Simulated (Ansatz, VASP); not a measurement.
## SnSe: VASP beside Ansatz

```
Sn Se
1.0
     0.00000    2.98702    2.86754
     2.98702    0.00000    2.86754
     2.98702    2.98702    0.00000
Sn Se
1 1
Direct
  0.00000 0.00000 0.00000
  0.50000 0.50000 0.50000
```

Alike in both runs: task single point; functional LDA; k mesh 10 × 10 × 10; occupations gaussian, width 0.05 eV; no spin polarisation.

```csv
,VASP,Ansatz
version,VASP 6.6.1,Ansatz 0.2.0
potentials or method,"VASP PAW LDA potentials, release 64 (Sn_d, Se), cutoff 520 eV","scalar-relativistic, plane waves, PAW"
valence electrons in the cell,20,30
```

|  | VASP | Ansatz | Ansatz less VASP |
| --- | --- | --- | --- |
| gap on the k mesh at the Fermi level (eV) | 0.29 | 0.30 | +0.012 |
| least direct gap on the mesh (eV) | 0.44 | 0.45 | +0.006 |
| pressure (GPa) | 0.5 | 0.4 | -0.14 |
| traceless stress, the component that is largest in VASP (GPa) | 4.29 | 4.25 | -0.032 |

LDA's correlation is that of Perdew and Zunger in VASP and of Perdew and Wang (1992) in Ansatz. VASP's potentials hold 20 valence electrons a cell and Ansatz's 30, so a difference there can come from the potentials and not from the codes.
